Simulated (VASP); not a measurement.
Write the native input for VASP 6.6.1 that does the following.

| Item | Value |
| --- | --- |
| Task | single point |
| Functional | PBEsol |
| Potentials or basis | VASP PAW PBE potentials, release 64 (Cu, Al) |
| Cutoff | 600 eV |
| k mesh | 7 × 7 × 7 |
| Occupations | fermi-dirac, width 0.05 eV |
| Spin | no spin polarisation |
| Dipole correction | no |
| Further INCAR settings | ALGO = Normal; EDIFF = 1e-06; NBANDS = 18 |

The structure of Al3Cu lies in POSCAR:

```
Al3Cu
1.0
    3.8440438081      0.0000000000      0.0000000000
    0.0000000000      3.8440438081      0.0000000000
    0.0000000000      0.0000000000      3.8440438081
Cu Al
1 3
Direct
    0.0000000000      0.0000000000      0.0000000000
    0.5000000000      0.5000000000      0.0000000000
    0.5000000000      0.0000000000      0.5000000000
    0.0000000000      0.5000000000      0.5000000000
```

This cell differs from its parent crystal: volume scaled by 0.94.

One way to write it, as run:

INCAR

```
PREC = Accurate
ENCUT = 600
EDIFF = 1E-6
ISMEAR = -1
SIGMA = 0.05
LREAL = False
LASPH = True
NELM = 120
ALGO = Normal
ISIF = 2
LWAVE = False
LCHARG = False
GGA = PS
NBANDS = 18
GGA_COMPAT = False
```

KPOINTS

```
regular mesh
0
Gamma
  7 7 7
```

Potentials or basis: VASP PAW PBE potentials, release 64 (Cu, Al).

The run is started by

```sh
$ cat potpaw_PBE.64/Cu/POTCAR potpaw_PBE.64/Al/POTCAR > POTCAR
$ mpirun -np 1 vasp_std > vasp.out
```

It gave:

| Quantity | Value |
| --- | --- |
| Pressure | 4.1 GPa |
| Band gap on the k mesh | zero (band 10 reaches 10.72 eV, above the bottom of band 11 at 7.14 eV) |

Caveat: the PAW data sets were made with another functional, which shifts forces and pressure a little.

Run time: 29 s on 1 thread of Intel Xeon 8259CL, on a shared host, peak memory 0.18 GiB.
